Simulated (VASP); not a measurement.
# WC (P1) in VASP: notebook, part 2 of 2

VASP 6.6.1.

### 3 Single point, PBE

File INCAR:

```
PREC = Accurate
ENCUT = 520
EDIFF = 1E-6
ISMEAR = -1
SIGMA = 0.36
LREAL = Auto
LASPH = True
NELM = 100
ALGO = Normal
ISIF = 2
LWAVE = False
LCHARG = False
GGA = PE
NBANDS = 86
```

File KPOINTS:

```
regular mesh
0
Gamma
  3 3 3
```

File POSCAR:

```
WC
1.0
   -2.9936370000     -5.1851310000      0.0000000000
    4.4904550000     -2.5925650000      0.0000000000
    0.0000000000      0.0000000000      5.8758830000
W C
8 8
Direct
    0.7344239596      0.4938026857     -0.0051736905
    0.7840164787      0.4704112922      0.4856291386
    0.4893115288     -0.0214630595      0.0281149233
    0.5319161172     -0.0136369768      0.5269676064
    0.2471880622      0.4986557774     -0.0008509359
    0.2382494998      0.5070828052      0.4842165850
   -0.0183857368      0.0450644262     -0.0070627683
   -0.0117724151      0.0223491077      0.5086044089
    0.4396658457      0.6287113318      0.2796175485
    0.4971731925      0.6807898229      0.7454539173
    0.2592788468      0.1912026174      0.2751926817
    0.3214908216      0.1809898593      0.7724456052
    0.0001588661      0.6427133971      0.2456311673
   -0.0060656052      0.6156262071      0.7412843312
    0.6891334954      0.1971995109      0.2462438411
    0.7560471835      0.1813247928      0.7830142295
```

Potentials or basis: VASP PAW PBE potentials, release 64 (W_sv, C).

The run is started by

```sh
> cat potpaw_PBE.64/W_sv/POTCAR potpaw_PBE.64/C/POTCAR > POTCAR
> mpirun -np 1 vasp_std > vasp.out
```

OUTCAR:

```text
PREC = Accurate
   ENCUT = 520
   EDIFF = 1E-6
   ISMEAR = -1
   LREAL = Auto
   LASPH = True
   NELM = 100
   ISIF = 2
   GGA = PE

 ion  position               nearest neighbor table
   1  0.734  0.494  0.995-  16 2.05  15 2.15  14 2.24  10 2.26  13 2.30   9 2.53   7 2.76   2 2.90
                             3 2.92   5 2.92   2 3.01   3 3.05   5 3.07   7 3.22
   2  0.784  0.470  0.486-  15 2.08  14 2.10  13 2.11  16 2.31   9 2.53  10 2.54   8 2.63   6 2.73
                             1 2.90   4 2.94   1 3.01   4 3.08   8 3.12   6 3.27
   3  0.489  0.979  0.028-  15 2.09  12 2.09  10 2.27  11 2.28   9 2.36  16 2.39   5 2.88   1 2.92
                             4 2.94   4 2.96   7 2.97   1 3.05   7 3.07   5 3.07
   4  0.532  0.986  0.527-  10 2.05  12 2.16  15 2.19  16 2.26   9 2.42  11 2.45   8 2.74   2 2.94
                             3 2.94   3 2.96   6 3.05   2 3.08   6 3.23   8 3.26
   5  0.247  0.499  0.999-   9 2.12  12 2.16  13 2.20  14 2.23  11 2.28  10 2.31   7 2.84   6 2.85
                             3 2.88   1 2.92   6 3.03   3 3.07   1 3.07   7 3.25
   6  0.238  0.507  0.484-   9 1.82  11 2.05  13 2.12  14 2.18  10 2.36  12 2.44   2 2.73   5 2.85
                             8 2.93   5 3.03   4 3.05   8 3.07   4 3.23   2 3.27
   7  0.982  0.045  0.993-  16 1.96  15 2.43  11 2.47  12 2.51  13 2.56  14 2.67   1 2.76   5 2.84
                             8 2.85   3 2.97   8 3.03   3 3.07   1 3.22   5 3.25
   8  0.988  0.022  0.509-  16 2.28  11 2.30  13 2.50  14 2.51  15 2.53   2 2.63  12 2.66   4 2.74
                             7 2.85   6 2.93   7 3.03   6 3.07   2 3.12   4 3.26
   9  0.440  0.629  0.280-   6 1.82   5 2.12   3 2.36   4 2.42   2 2.53   1 2.53
  10  0.497  0.681  0.745-   4 2.05   1 2.26   3 2.27   5 2.31   6 2.36   2 2.54
  11  0.259  0.191  0.275-   6 2.05   5 2.28   3 2.28   8 2.30   4 2.45   7 2.47
  12  0.321  0.181  0.772-   3 2.09   5 2.16   4 2.16   6 2.44   7 2.51   8 2.66
  13  0.000  0.643  0.246-   2 2.11   6 2.12   5 2.20   1 2.30   8 2.50   7 2.56
  14  0.994  0.616  0.741-   2 2.10   6 2.18   5 2.23   1 2.24   8 2.51   7 2.67
  15  0.689  0.197  0.246-   2 2.08   3 2.09   1 2.15   4 2.19   7 2.43   8 2.53
  16  0.756  0.181  0.783-   7 1.96   1 2.05   4 2.26   8 2.28   2 2.31   3 2.39

  LATTYP: Found a simple orthorhombic cell.
 ALAT       =     5.1851306046
 B/A-ratio  =     1.1332179357
 C/A-ratio  =     1.1547006478

  Lattice vectors:

 A1 = (   4.4904550000,  -2.5925650000,   0.0000000000)
 A2 = (   0.0000000000,   0.0000000000,   5.8758830000)
 A3 = (  -2.9936370000,  -5.1851310000,   0.0000000000)

Analysis of symmetry for initial positions (statically):
=====================================================================
 Subroutine PRICEL returns:
 Original cell was already a primitive cell.

 Routine SETGRP: Setting up the symmetry group for a
 simple orthorhombic supercell.

 Subroutine GETGRP returns: Found  1 space group operations
 (whereof  1 operations were pure point group operations)
 out of a pool of  8 trial point group operations.

The static configuration has the point symmetry C_1 .

Analysis of symmetry for dynamics (positions and initial velocities):
=====================================================================
 Subroutine PRICEL returns:
 Original cell was already a primitive cell.

 Routine SETGRP: Setting up the symmetry group for a
 simple orthorhombic supercell.

 Subroutine GETGRP returns: Found  1 space group operations
 (whereof  1 operations were pure point group operations)
[... 100 lines left out ...]
  0.333333 -0.333333 -0.333333      2.000000
   k-points           NKPTS =     14   k-points in BZ     NKDIM =     14   number of bands    NBANDS=     86
   number of dos      NEDOS =    301   number of ions     NIONS =     16
   total plane-waves  NPLWV =  92160
   dimension x,y,z NGX =    48 NGY =   40 NGZ =   48
   dimension x,y,z NGXF=    96 NGYF=   80 NGZF=   96
   ions per type =               8   8
   NGX,Y,Z   is equivalent  to a cutoff of  13.33, 12.82, 13.58 a.u.
   NGXF,Y,Z  is equivalent  to a cutoff of  26.66, 25.65, 27.16 a.u.
 SYSTEM =  unknown system
   PREC   = accura    normal or accurate (medium, high low for compatibility)
   ISTART =      0    job   : 0-new  1-cont  2-samecut
   ICHARG =      2    charge: 1-file 2-atom 10-const
   ISPIN  =      1    spin polarized calculation?
   LNONCOLLINEAR =      F non collinear calculations
   LSORBIT =      F    spin-orbit coupling
   LASPH  =      T    aspherical Exc in radial PAW
   ENCUT  =  520.0 eV  38.22 Ry    6.18 a.u.  11.13  9.64 10.93*2*pi/ulx,y,z
   NELM   =    100;   NELMIN=  2; NELMDL= -5     # of ELM steps
   EDIFF  = 0.1E-05   stopping-criterion for ELM
   LREAL  =      T    real-space projection
   EDIFFG = 0.1E-04   stopping-criterion for IOM
   NSW    =      0    number of steps for IOM
   IBRION =     -1    ionic relax: 0-MD 1-quasi-New 2-CG
   NFREE  =      0    steps in history (QN), initial steepest desc. (CG)
   ISIF   =      2    stress and relaxation
   ISYM   =      2    0-nonsym 1-usesym 2-fastsym
   POTIM  = 0.5000    time-step for ionic-motion
   TEBEG  =    0.0;   TEEND  =   0.0 temperature during run
   PSTRESS=    0.0 pullay stress
   NELECT =     144.0000    total number of electrons
   NUPDOWN=      -1.0000    fix difference up-down
   EMIN   =  10.00;   EMAX   =-10.00  energy-range for DOS
   EFERMI =   0.00;   METHOD = LEGACY
   ISMEAR =    -1;   SIGMA  =   0.36  broadening in eV -4-tet -1-fermi 0-gaus
   EFERMI_NEDOS =   21; number of points for ismear=-14 and -15
   IALGO  =     38    algorithm
   IMIX   =      4    mixing-type and parameters
     AMIX     =   0.40;   BMIX     =  1.00
     AMIX_MAG =   1.60;   BMIX_MAG =  1.00
  volume/ion in A,a.u.               =      11.40        76.94
  Fermi-wavevector in a.u.,A,eV,Ry     =   1.513010  2.859174 31.146430  2.289198
  Thomas-Fermi vector in A             =   2.622858
   LORBIT       =      0    0 simple, 1 ext, 2 COOP (PROOUT), +10 PAW based schemes
   GGA     = PE    functional components
   LHFCALC =     F    Hartree Fock is set to
   AEXX    =    0.0000 exact exchange contribution
   IVDW    =     0    specifies the selected vdW correction
   LEPSILON=     F    determine dielectric tensor
   LRPA    =     F    only Hartree local field effects (RPA)
 non-spin polarized calculation
  energy-cutoff  :      520.00
  volume of cell :      182.42
 maximum number of plane-waves:      4941
 NGX is ok and might be reduce to    48
   NGX = 23   NGY = 19   NGZ = 21

 number of electron     143.9999996 magnetization

 Free energy of the ion-electron system (eV)
  ---------------------------------------------------
  ext. energy  EPLUGINS =         0.00000000
  ---------------------------------------------------
  free energy    TOTEN  =      -171.28145119 eV

  energy without entropy =     -169.00227046  energy(sigma->0) =     -170.14186082

 E-fermi :  10.1839     XC(G=0): -13.2311

 val. band max:       10.1672332720   @ k =  -0.3333   0.0000   0.3333
 cond. band min:      10.2621710548   @ k =   0.0000   0.0000   0.3333
 fundamental gap:      0.0949377829
 Fermi energy:        10.1838991920

 k-point     1 :       0.0000    0.0000    0.0000
  band No.  band energies     occupation
      1     -64.2931      2.00000
      2     -64.2637      2.00000
      3     -64.2384      2.00000
      4     -64.2004      2.00000
      5     -64.1876      2.00000
      6     -64.1540      2.00000
[... 1207 lines left out ...]
     83      13.0579      0.00068
     84      13.4067      0.00026
 [bands above 84 left out]

------------------------ aborting loop because EDIFF is reached ----------------------------------------

  FORCE on cell =-STRESS in cart. coord.  units (eV):
  Direction    XX          YY          ZZ          XY          YZ          ZX
  --------------------------------------------------------------------------------------
  -------------------------------------------------------------------------------------
  Total       -4.6871175     -0.0996198    -12.7913870     -0.1426669      0.5525023      0.0880960
  in kB      -41.1674982     -0.8749723   -112.3482394     -1.2530601      4.8526921      0.7737574
  external PRESSURE =     -51.4635699 kB  Pullay stress =       0.0000000 kB

 VOLUME and BASIS-vectors are now :
 -----------------------------------------------------------------------------
  energy-cutoff  :      520.00
  volume of cell :      182.42
      direct lattice vectors                 reciprocal lattice vectors
    -2.993637000 -5.185131000  0.000000000    -0.083510454 -0.144644372  0.000000000
     4.490455000 -2.592565000  0.000000000     0.167020940 -0.096429592  0.000000000
     0.000000000  0.000000000  5.875883000     0.000000000  0.000000000  0.170187187

 POSITION                                       TOTAL-FORCE (eV/Angst)
 -----------------------------------------------------------------------------------
      0.01880     -5.08830      5.84548         1.521326     -1.698649      1.034194
     -0.23470     -5.28480      2.85350         5.171134      2.449848      1.525063
      2.92926     -5.07406      0.16520         1.322592     -0.850471     -0.913409
      2.83685     -5.31526      3.09640         2.902503      2.467330     -1.368871
      1.49920     -2.57450      5.87088         0.226981      0.508500     -0.934087
      1.56380     -2.55000      2.84520        -1.829558      2.234063      6.416907
[... 8 lines left out ...]
     -1.17750     -4.08450      1.44690        -3.405587     -1.711466     -0.136088
     -1.44910     -4.39030      4.60090        -0.495252      1.409933     -3.054155
 -----------------------------------------------------------------------------------
    total drift:                                0.011543     -0.000378     -0.013387

  FREE ENERGIE OF THE ION-ELECTRON SYSTEM (eV)
  ---------------------------------------------------
  free  energy   TOTEN  =      -171.2814511871 eV

  energy  without entropy=     -169.0022704602  energy(sigma->0) =     -170.14186082
```

It took 18 min on 1 thread of Intel Xeon 8259CL, shared host; peak memory 0.34 GiB.

Results:

```
Free energy            : -171.2815 eV
Pressure               : -5.1 GPa
Largest force          : 9.822 eV/Å
Band gap on the k mesh : zero (bands 72 and 73 overlap by 0.07 eV)
```

Forces on the atoms (eV/Å):
```
W    1.521 -1.699  1.034
W    5.171  2.450  1.525
W    1.323 -0.850 -0.913
W    2.903  2.467 -1.369
W    0.227  0.508 -0.934
W   -1.830  2.234  6.417
W   -5.467 -0.365  2.518
W   -3.206 -0.416 -0.492
C    0.808 -8.530 -4.802
C   -1.628  0.471  1.490
C   -1.549  2.571 -1.177
C    1.556  3.082 -0.880
C    2.096  0.211 -0.565
C    1.974 -1.832  1.338
C   -3.406 -1.711 -0.136
C   -0.495  1.410 -3.054
```

Levels at points of the mesh, in eV from the Fermi level:
| k point | band 70 | band 71 | band 72 | band 73 | band 74 | band 75 |
| --- | --- | --- | --- | --- | --- | --- |
| (0.00, 0.00, 0.00) | -0.63 | -0.34 | -0.03 | 0.10 | 0.43 | 0.52 |

Caveat: the k points lie up to 0.40 Å⁻¹ apart; so wide a smearing shifts energies and pressures; spin-orbit coupling is left out, which moves the levels of the heavy elements; forces of over 1 eV/Å act on the atoms, so gaps and moduli don't describe the material at rest.

### 4 Single point, PBE

File INCAR:

```
SYSTEM = WC
PREC     = Accurate       ! precision mode
ENCUT    = 520            ! plane-wave cutoff, eV
EDIFF    = 1E-7           ! SCF threshold, eV
ISMEAR   = -1             ! smearing method
SIGMA    = 0.36           ! smearing width, eV
LREAL    = Auto         
LASPH    = .True.         ! aspherical terms in the spheres
NELM     = 80             ! most SCF steps
ALGO     = Normal         ! electronic algorithm
ISIF     = 2              ! what is computed and relaxed
LWAVE    = .False.        ! write WAVECAR
LCHARG   = .False.        ! write CHGCAR
GGA      = PE             ! functional
NBANDS   = 86             ! bands
```

File KPOINTS:

```
Automatic mesh
0
Gamma
  3 3 3
  0 0 0
```

File POSCAR:

```
WC
1.0
   -2.9936370000     -5.1851310000      0.0000000000
    4.4904550000     -2.5925650000      0.0000000000
    0.0000000000      0.0000000000      5.8758830000
W C
8 8
Direct
    0.7321590276      0.4987954127     -0.0090199209
    0.7805120375      0.4766487392      0.4832975742
    0.4700099421     -0.0386733297      0.0386665289
    0.5369948267     -0.0203615041      0.5297586763
    0.2333499743      0.5017231254      0.0123555898
    0.2600068076      0.5235473910      0.4926068133
    0.0104311274      0.0428969912     -0.0010891980
   -0.0286453251     -0.0004128101      0.5052687400
    0.5620667281      0.7262345917      0.2838211721
    0.4833509093      0.6389279407      0.7885963693
    0.1701820224      0.1952058753      0.2758393930
    0.2711266775      0.1858285750      0.7458964040
   -0.0222949029      0.7499144639      0.2026078463
   -0.0086441410      0.6358648688      0.7683440940
    0.7255398010      0.1657744690      0.2214475680
    0.7717754795      0.1200135913      0.7669996152
```

The run is started by

```sh
> cat potpaw_PBE.64/W_sv/POTCAR potpaw_PBE.64/C/POTCAR > POTCAR
> mpirun -np 1 vasp_std > vasp.out
```

It took 19 min on 1 thread of Intel Xeon 8259CL, shared host; peak memory 0.34 GiB.

Results (log left out):

- Free energy: -170.3409 eV
- Pressure: -4.2 GPa
- Largest force: 6.242 eV/Å
- Band gap on the k mesh: zero (bands 72 and 73 overlap by 0.25 eV)

Forces on the atoms (eV/Å):
```
W   -1.036 -1.523  1.809
W    2.887  0.539  1.250
W    3.263 -3.543 -3.730
W    4.425  2.110  1.202
W    0.489  0.514 -0.869
W   -1.382  1.399  2.516
W   -1.607  2.119 -1.269
W   -3.342 -3.263 -0.381
C   -4.048  4.219 -0.443
C    1.107 -1.045 -1.689
C    0.038 -4.236 -0.517
C   -0.373  1.400  0.008
C   -4.945  2.469  2.900
C    0.280 -0.854 -2.004
C    0.754 -1.196  1.794
C    3.490  0.891 -0.579
```

Stress tensor (GPa, compression positive):
```
 -0.79   1.68  -2.18
  1.68  -1.62  -4.85
 -2.18  -4.85 -10.32
```

Levels at points of the mesh, in eV from the Fermi level:
```tsv
k point	band 69	band 70	band 71	band 72	band 73	band 74	band 75	band 76
(0.00, 0.00, 0.00)	-0.75	-0.50	-0.35	-0.09	0.14	0.55	1.06	1.25
```

Caveat: the k points lie up to 0.40 Å⁻¹ apart; so wide a smearing shifts energies and pressures; spin-orbit coupling is left out, which moves the levels of the heavy elements; forces of over 1 eV/Å act on the atoms, so gaps and moduli don't describe the material at rest.

### 5 Single point, PBE

File INCAR:

```
ALGO = Normal
EDIFF = 1E-7
ENCUT = 520
GGA = PE
ISIF = 2
ISMEAR = -1
LASPH = True
LCHARG = False
LREAL = Auto
LWAVE = False
NBANDS = 86
NELM = 100
PREC = Accurate
SIGMA = 0.36
```

File KPOINTS:

```
k-points
0
Gamma
  3 3 3
```

File POSCAR:

```
WC
1.0
   -2.9936370000     -5.1851310000      0.0000000000
    4.4904550000     -2.5925650000      0.0000000000
    0.0000000000      0.0000000000      5.8758830000
W C
8 8
Direct
    0.7436497129      0.4710697013     -0.0122875149
    0.7544625915      0.4837343051      0.5028861194
    0.4890467034      0.0004739622     -0.0012083290
    0.4850402884      0.0310513197      0.5166883003
    0.2510491572      0.4944821952      0.0147211917
    0.2431065639      0.5030387354      0.4882500213
    0.0076099196      0.0433322095      0.0266172761
    0.0123148052     -0.0319196927      0.5212663356
    0.4545964639      0.6367276355      0.2114916175
    0.4993161558      0.6902354703      0.7192621092
    0.3182745572      0.1533248837      0.2439973703
    0.2429787333      0.1595807387      0.7614004567
    0.0467051922      0.6104099454      0.2422274235
    0.0350321201      0.6838223412      0.7560055229
    0.7618270609      0.1442690501      0.2922284191
    0.7248994042      0.1696010043      0.7492490916
```

The run is started by

```sh
> cat potpaw_PBE.64/W_sv/POTCAR potpaw_PBE.64/C/POTCAR > POTCAR
> mpirun -np 1 vasp_std > vasp.out
```

Wall time 18 min (1 thread of Intel Xeon 8259CL, shared host); peak memory 0.34 GiB.

Results (log left out):

```
Free energy            : -171.7398 eV
Pressure               : -3.8 GPa
Largest force          : 8.274 eV/Å
Band gap on the k mesh : zero (bands 72 and 73 overlap by 0.13 eV)
```

Forces in eV/Å, atoms in the order of the input:
```
W    2.349 -1.837  1.718
W    1.048 -0.596 -0.137
W   -3.511 -1.488 -0.960
W   -4.832 -0.403 -0.321
W   -1.274  1.947 -7.653
W   -3.004 -2.081  3.749
W   -3.696  2.633 -1.343
W    3.202 -0.324 -1.221
C   -0.928 -7.278  3.823
C   -1.421  0.634  1.232
C    4.977  4.230  0.612
C    0.875 -0.284 -0.348
C    6.555  4.224  1.457
C   -0.234  2.645  0.617
C    0.524 -0.303 -1.950
C   -0.632 -1.717  0.725
```

Stress tensor (GPa, compression positive):
```
-3.34  0.70  0.20
 0.70 -2.17 -3.48
 0.20 -3.48 -5.75
```

Levels at points of the mesh, in eV from the Fermi level:
| k point | band 69 | band 70 | band 71 | band 72 | band 73 | band 74 | band 75 | band 76 |
| --- | --- | --- | --- | --- | --- | --- | --- | --- |
| (0.00, 0.00, 0.00) | -0.78 | -0.68 | -0.16 | -0.05 | 0.24 | 0.75 | 1.00 | 1.44 |

Caveat: the k points lie up to 0.40 Å⁻¹ apart; the atoms stand as in a frame of molecular dynamics; so wide a smearing shifts energies and pressures; spin-orbit coupling is left out, which moves the levels of the heavy elements; forces of over 1 eV/Å act on the atoms, so gaps and moduli don't describe the material at rest.

### 6 Summary

| cell | gap on the mesh (eV) | pressure (GPa) | largest force (eV/Å) |
| --- | --- | --- | --- |
| as given, atomic positions A | none | -8.5 | 5.23 |
| as given, atomic positions B | none | -5.1 | 9.82 |
| as given, atomic positions C | none | -4.2 | 6.24 |
| as given, atomic positions D | none | -3.8 | 8.27 |

Alike in all rows: task single point; level PBE; potentials or basis VASP PAW PBE potentials, release 64 (W_sv, C); no spin polarisation; k mesh 3 × 3 × 3; cutoff (eV) 520; smearing fermi-dirac 0.36 eV.

Caveats: all runs use coarse meshes; so wide a smearing shifts energies and pressures; spin-orbit coupling is left out, which moves the levels of the heavy elements; forces of over 1 eV/Å act on the atoms, so gaps and moduli don't describe the material at rest; the atoms stand as in a frame of molecular dynamics (at least some runs).

Absolute energies hang on the potentials; compare differences alone.

The gap in the log of VASP goes by the Fermi energy; the results here count the filled bands.